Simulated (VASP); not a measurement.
# Hf (Im-3m) in VASP: a series of runs, part 2 of 3

VASP 6.6.1. The steps go on from the part before.

**4. Relaxation of cell and atoms, PBEsol, target pressure 15 GPa, at which the enthalpy is minimised**

This run uses another cell than the first one, of 22.37 Å³/atom, 1.045 times its volume.

INCAR

```
PREC = Accurate
ENCUT = 500
EDIFF = 1E-7
ISMEAR = 1
SIGMA = 0.1
LREAL = F
LASPH = T
NELM = 120
ALGO = Normal
ISIF = 3
LWAVE = F
LCHARG = F
GGA = PS
IBRION = 2
NSW = 60
EDIFFG = -0.02
PSTRESS = 150.0
GGA_COMPAT = F
NELMIN = 4
```

KPOINTS

```
regular mesh
0
Gamma
  10 10 10
```

POSCAR

```
Hf
1.0
    1.7750000000      1.7750000000      1.7750000000
   -1.7750000000      1.7750000000      1.7750000000
   -1.7750000000     -1.7750000000      1.7750000000
Hf
1
Direct
    0.0000000000      0.0000000000      0.0000000000
```

Potentials or basis: VASP PAW PBE potentials, release 64 (Hf_pv).

Command:

```bash
cat potpaw_PBE.64/Hf_pv/POTCAR > POTCAR
mpirun -np 1 vasp_std > vasp.out
```

OUTCAR:

```text
PREC = Accurate
   ENCUT = 500
   EDIFF = 1E-7
   ISMEAR = 1
   LREAL = F
   LASPH = T
   NELM = 120
   ISIF = 3
   GGA = PS
   IBRION = 2
   NSW = 60
   EDIFFG = -0.02
   PSTRESS = 150.0
   NELMIN = 4

 ion  position               nearest neighbor table
   1  0.000  0.000  0.000-

  LATTYP: Found a body centered cubic cell.
 ALAT       =     3.5500000000

  Lattice vectors:

 A1 = (   1.7750000000,  -1.7750000000,  -1.7750000000)
 A2 = (   1.7750000000,   1.7750000000,   1.7750000000)
 A3 = (  -1.7750000000,  -1.7750000000,   1.7750000000)

Analysis of symmetry for initial positions (statically):
=====================================================================
 Subroutine PRICEL returns:
[... 324 lines left out ...]
  ---------------------------------------------------
  free energy    TOTEN  =       -10.22151549 eV

  energy without entropy =      -10.22128805  energy(sigma->0) =      -10.22143967

 E-fermi :   5.7662     XC(G=0): -12.2206

 val. band max:        5.7209294412   @ k =   0.3000   0.2000   0.1000
 cond. band min:       5.7888155526   @ k =   0.3000   0.1000   0.0000
 fundamental gap:      0.0678861113
 Fermi energy:         5.7661582412

 k-point     1 :       0.0000    0.0000    0.0000
  band No.  band energies     occupation
      1     -23.4093      2.00000
      2     -23.4093      2.00000
      3     -23.4093      2.00000
      4      -1.9115      2.00000
      5       7.2940     -0.00000
      6       7.2940     -0.00000
      7       7.2940     -0.00000
      8      10.6288      0.00000
      9      10.6288      0.00000
[... 265 lines left out ...]
 k-point    24 :       0.5000    0.3000    0.1000
  band No.  band energies     occupation
      1     -24.6015      2.00000
      2     -24.1675      2.00000
      3     -23.6419      2.00000
      4       3.4742      2.00000
      5       4.4647      2.00000
      6       5.9228     -0.04922
      7       9.7071      0.00000
      8      11.3247      0.00000
      9      15.3703      0.00000

 [... further k-points ...]
[... 5 lines left out ...]
  --------------------------------------------------------------------------------------
  -------------------------------------------------------------------------------------
  Total        1.7582533      1.7582533      1.7582533     -0.0000000     -0.0000000      0.0000000
  in kB      150.2225008    150.2225008    150.2225008     -0.0000000     -0.0000000      0.0000000
  external PRESSURE =       0.2225008 kB  Pullay stress =     150.0000000 kB
[... 20 lines left out ...]
  energy  without entropy=      -10.2212880479  energy(sigma->0) =      -10.22143967

  enthalpy is  TOTEN    =        -8.4658663663 eV   P V=        1.7556491190

 reached required accuracy - stopping structural energy minimisation
```

OSZICAR:

```text
N       E                     dE             d eps       ncg     rms          rms(c)
DAV:   1     0.510250256560E+01    0.51025E+01   -0.58714E+03   854   0.996E+02
DAV:   2    -0.104371859300E+02   -0.15540E+02   -0.15133E+02  1218   0.126E+02
DAV:   3    -0.106961998187E+02   -0.25901E+00   -0.25506E+00   991   0.123E+01
DAV:   4    -0.106976755534E+02   -0.14757E-02   -0.14750E-02  1055   0.968E-01
[... 41 lines left out ...]
DAV:   2    -0.102218196232E+02    0.10033E-02   -0.13180E-03   855   0.358E-01    0.150E-01
DAV:   3    -0.102215161392E+02    0.30348E-03   -0.91469E-04   858   0.264E-01    0.481E-02
DAV:   4    -0.102215155053E+02    0.63386E-06   -0.94967E-06  1015   0.303E-02    0.227E-02
DAV:   5    -0.102215154542E+02    0.51064E-07   -0.29637E-06   991   0.124E-02    0.398E-03
DAV:   6    -0.102215154853E+02   -0.31019E-07   -0.70595E-08   521   0.264E-03
   5 F= -.84658664E+01 E0= -.84657906E+01  d E =-.242410E+00
```

Wall time 42 s (1 thread of Intel Xeon 8259CL, shared host); peak memory 0.15 GiB.

What came out:

| Property | Result |
| --- | --- |
| Free energy | -10.2215 eV |
| Relaxed volume | 18.75 Å³/atom |
| Relaxed cell | a = 2.899 Å, b = 2.899 Å, c = 2.899 Å, α = 70.53°, β = 109.47°, γ = 70.53° |
| Space group after relaxing (to 0.05 Å) | Im-3m (No. 229) |
| Energy change on relaxing (the enthalpy is what falls) | +96.2 meV/atom |
| Ionic steps | 5 |
| Pressure after relaxing | 15.0 GPa |
| Band gap on the k mesh | zero (band 5 reaches 7.29 eV, above the bottom of band 6 at 4.76 eV) |

The path:
| step | energy change (eV) | largest force (eV/Å) | pressure (GPa) | volume (Å³) |
| --- | --- | --- | --- | --- |
| 1 | 0.0000 | 0.0000 | -5.14 | 22.37 |
| 2 | 1.1888 | 0.0000 | 77.61 | 14.45 |
| 3 | 0.0713 | 0.0000 | 13.22 | 19.04 |
| 4 | 0.0868 | 0.0000 | 14.34 | 18.86 |
| 5 | 0.0962 | 0.0000 | 15.02 | 18.75 |

Final structure:
```yaml
crystal:
  lattice:
    - [1.67365, 1.67365, 1.67365]
    - [-1.67365, 1.67365, 1.67365]
    - [-1.67365, -1.67365, 1.67365]
  atoms:
    - { symbol: Hf, position: [0.00000, 0.00000, 0.00000] }
```

Caveat: the cell is relaxed towards a set pressure, so the enthalpy falls and the energy may rise; the volume moved by over 15 % at a fixed basis, so the end points are rough; the PAW data sets were made with another functional, which shifts forces and pressure a little; spin-orbit coupling is left out, which moves the levels of the heavy elements.

**5. Relaxation of cell and atoms, PBEsol, target pressure 30 GPa, at which the enthalpy is minimised**

This run uses another cell than the first one, of 22.37 Å³/atom, 1.045 times its volume.

INCAR

```
SYSTEM = Hf
PREC = Accurate
ENCUT = 500
EDIFF = 1E-7
ISMEAR = 1
SIGMA = 0.1
LREAL = .False.
LASPH = .True.
NELM = 120
ALGO = Normal
ISIF = 3
LWAVE = .False.
LCHARG = .False.
GGA = PS
IBRION = 2
NSW = 60
EDIFFG = -0.02
PSTRESS = 300.0
GGA_COMPAT = .False.
NELMIN = 4
```

KPOINTS

```
regular mesh
0
Gamma
  10 10 10
  0 0 0
```

POSCAR is that of step 4.

Command:

```bash
cat potpaw_PBE.64/Hf_pv/POTCAR > POTCAR
mpirun -np 1 vasp_std > vasp.out
```

Wall time 74 s (1 thread of Intel Xeon 8259CL, shared host); peak memory 0.16 GiB.

The run converged. Its results:

* Free energy: -10.0134 eV
* Relaxed volume: 17.25 Å³/atom
* Relaxed cell: a = 2.819 Å, b = 2.819 Å, c = 2.819 Å, α = 70.53°, β = 109.47°, γ = 70.53°
* Space group after relaxing (to 0.05 Å): Im-3m (No. 229)
* Energy change on relaxing (the enthalpy is what falls): +304.4 meV/atom
* Ionic steps: 8
* Pressure after relaxing: 30.0 GPa
* Band gap on the k mesh: zero (band 5 reaches 7.96 eV, above the bottom of band 6 at 5.45 eV)

Step by step:
```tsv
step	energy change (eV)	largest force (eV/Å)	pressure (GPa)	volume (Å³)
1	0.0000	0.0000	-5.14	22.37
2	5.9142	0.0000	318.13	9.95
3	0.1795	0.0000	21.98	18.02
4	0.2500	0.0000	26.86	17.56
5	0.2986	0.0000	29.69	17.28
6	0.3161	0.0000	30.65	17.19
7	0.2880	0.0000	29.09	17.34
8	0.3044	0.0000	30.00	17.25
```

Final structure:
```yaml
crystal:
  lattice:
    - [1.62776, 1.62776, 1.62776]
    - [-1.62776, 1.62776, 1.62776]
    - [-1.62776, -1.62776, 1.62776]
  atoms:
    - { symbol: Hf, position: [0.00000, 0.00000, 0.00000] }
```

Levels at points of the mesh, in eV from the Fermi level:
```csv
k point,band 2,band 3,band 4,band 5,band 6,band 7,band 8,band 9
"(0.00, 0.00, 0.00)",-28.77,-28.77,-7.81,1.63,1.63,1.63,5.25,5.25
"(0.50, 0.00, 0.00)",-29.36,-28.80,-4.32,-1.11,2.47,5.28,6.57,10.19
"(0.50, 0.50, 0.50)",-30.04,-30.04,-3.93,-3.93,8.93,8.93,8.93,9.68
```

Caveat: the cell is relaxed towards a set pressure, so the enthalpy falls and the energy may rise; the volume moved by over 15 % at a fixed basis, so the end points are rough; the PAW data sets were made with another functional, which shifts forces and pressure a little; spin-orbit coupling is left out, which moves the levels of the heavy elements.

(Continued in part 3 of 3.)
